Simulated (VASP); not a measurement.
Write the native input for VASP 6.6.1 that does the following.

| Property | Result |
| --- | --- |
| Task | single point |
| Functional | BHLYP |
| Potentials or basis | VASP PAW PBE potentials, release 64 (Pb_d, S) |
| Cutoff | 520 eV |
| k mesh | 4 × 4 × 4 |
| Occupations | fermi-dirac, width 0.05 eV |
| Spin | no spin polarisation |
| Dipole correction | no |
| Grid for exact exchange (PRECFOCK) | Normal |
| Further INCAR settings | ALGO = Normal; EDIFF = 1e-07; NBANDS = 17 |
| Share of exact exchange | 0.5 |

PbS:

```
CELL_PARAMETERS angstrom
0.00000 2.94585 2.94585
2.94585 0.00000 2.94585
2.94585 2.94585 0.00000
ATOMIC_POSITIONS crystal
Pb 0.00000 0.00000 0.00000
S 0.50000 0.50000 0.50000
```

These files were run (other wordings do the same):

POSCAR

```
PbS
1.0
    0.0000000000      2.9458450378      2.9458450378
    2.9458450378      0.0000000000      2.9458450378
    2.9458450378      2.9458450378      0.0000000000
Pb S
1 1
Direct
    0.0000000000      0.0000000000      0.0000000000
    0.5000000000      0.5000000000      0.5000000000
```

INCAR.step1

```
SYSTEM = PbS
PREC = Accurate
ENCUT = 520
EDIFF = 1E-5
ISMEAR = -1
SIGMA = 0.05
LREAL = .FALSE.
LASPH = .TRUE.
NELM = 100
ALGO = Normal
ISIF = 2
LWAVE = .TRUE.
GGA = PE
NBANDS = 17
```

INCAR.step2

```
SYSTEM = PbS
PREC = Accurate
ENCUT = 520
EDIFF = 1E-7
ISMEAR = -1
SIGMA = 0.05
LREAL = .FALSE.
LASPH = .TRUE.
NELM = 100
ALGO = Normal
ISIF = 2
LWAVE = .FALSE.
LCHARG = .TRUE.
GGA = B5
LHFCALC = .TRUE.
AEXX = 0.5
ALDAX = 0.5
AGGAX = 0.5
AGGAC = 1.0
ALDAC = 0.0
PRECFOCK = Normal
LELF = .TRUE.
LVHAR = .TRUE.
ISTART = 1
NBANDS = 17
```

KPOINTS

```
regular mesh
0
G
  4 4 4
  0 0 0
```

Potentials or basis: VASP PAW PBE potentials, release 64 (Pb_d, S).

Run with:

```sh
$ cat potpaw_PBE.64/Pb_d/POTCAR potpaw_PBE.64/S/POTCAR > POTCAR
$ cp INCAR.step1 INCAR
$ mpirun -np 1 vasp_std > vasp.out
$ cp INCAR.step2 INCAR
$ mpirun -np 1 vasp_std > vasp.out
```

Results of the run:

```json
{
 "Pressure": "5.1 GPa",
 "Band gap on the k mesh": "2.75 eV"
}
```

Caveat: the k points lie up to 0.46 Å⁻¹ apart; the PAW data sets were made with another functional, which shifts forces and pressure a little; spin-orbit coupling is left out, which moves the levels of the heavy elements.

Wall time 8.4 min on 1 thread of AMD EPYC 7R13 Processor (Zen 3), on a shared host, peak memory 0.16 GiB.
